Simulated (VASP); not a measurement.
Write the native input for VASP 6.6.1 that does the following.

- Task: single point
- Functional: PBEsol
- Potentials or basis: VASP PAW PBE potentials, release 64 (Yb, N)
- Cutoff: 520 eV
- k mesh: 6 × 6 × 6
- Occupations: gaussian, width 0.05 eV
- Spin: collinear spin, ferromagnetic start
- Starting moments: [1.0, 0.0] μB
- Hubbard terms: Yb f U = 6.0 eV
- Dipole correction: no
- Further INCAR settings: ALGO = Normal; EDIFF = 1e-06; NBANDS = 26

The structure of YbN lies in POSCAR:

```
YbN
1.0
    2.9096680100      0.0000000000      0.0000000000
    0.0000000000      2.9096680100      0.0000000000
    0.0000000000      0.0000000000      2.9096680100
Yb N
1 1
Direct
    0.0000000000      0.0000000000      0.0000000000
    0.5000000000      0.5000000000      0.5000000000
```

One way to write it, as run:

INCAR

```
SYSTEM = YbN
PREC = Accurate
ENCUT = 520
EDIFF = 1E-6
ISMEAR = 0
SIGMA = 0.05
LREAL = .FALSE.
LASPH = .TRUE.
NELM = 150
ALGO = Normal
ISIF = 2
LWAVE = .FALSE.
LCHARG = .FALSE.
ISPIN = 2
MAGMOM = 1 0
LORBIT = 11
LMAXMIX = 6
LDAU = .TRUE.
LDAUTYPE = 2
LDAUL = 3 -1
LDAUU = 6 0
LDAUJ = 0 0
LDAUPRINT = 1
GGA = PS
NBANDS = 26
```

KPOINTS

```
regular mesh
0
G
  6 6 6
  0 0 0
```

Potentials or basis: VASP PAW PBE potentials, release 64 (Yb, N).

The run is started by

```bash
$ cat potpaw_PBE.64/Yb/POTCAR potpaw_PBE.64/N/POTCAR > POTCAR
$ mpirun -np 1 vasp_std > vasp.out
```

Results of the run:

The pressure is -2.4 GPa. The band gap on the k mesh is zero (filled and empty bands overlap), the net moment is 0.97 μB per cell and the site moments are Yb +0.67; N +0.22 μB. The valence electrons inside the program's atomic spheres are Yb 22.30; N 3.61.

Caveat: the PAW data sets were made with another functional, which shifts forces and pressure a little; spin-orbit coupling is left out, which moves the levels of the heavy elements.

Wall time 46 s on 1 thread of AMD EPYC 7R13 Processor (Zen 3), with other jobs on the host, peak memory 0.14 GiB.
